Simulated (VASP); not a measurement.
**Rh: electric field gradients with PBE**

Crystal: Rh.

```
CELL_PARAMETERS angstrom
0.00000 1.90155 1.90155
1.90155 0.00000 1.90155
1.90155 1.90155 0.00000
ATOMIC_POSITIONS crystal
Rh 0.00000 0.00000 0.00000
```

* Program: VASP 6.6.1
* Task: electric field gradients
* Functional: PBE
* Potentials or basis: VASP PAW PBE potentials, release 64 (Rh_pv)
* Cutoff: 520 eV
* k mesh: 16 × 16 × 16
* Occupations: fermi-dirac, width 0.08 eV
* Spin: no spin polarisation
* Dipole correction: no
* Further INCAR settings: ALGO = Normal; EDIFF = 1e-08; NBANDS = 14

* Pressure: 6.1 GPa

Levels at points of the mesh, in eV from the Fermi level:
```csv
k point,band 4,band 5,band 6,band 7,band 8,band 9,band 10,band 11
"(0.00, 0.00, 0.00)",-7.95,-3.07,-3.07,-3.07,-0.98,-0.98,16.00,20.55
"(0.50, 0.00, 0.00)",-6.11,-3.15,-3.15,0.58,0.58,0.74,8.65,15.51
"(0.50, 0.50, 0.00)",-6.31,-5.94,0.55,1.00,1.00,3.27,12.28,13.33
```

Run time: 14 s on 1 thread of Intel(R) Xeon(R) Platinum 8488C (Sapphire Rapids), on a shared host, peak memory 0.14 GiB.

Caveat: without QUAD_EFG the Cq values of the log hold for a quadrupole moment of 1 mb, not for the nuclei.
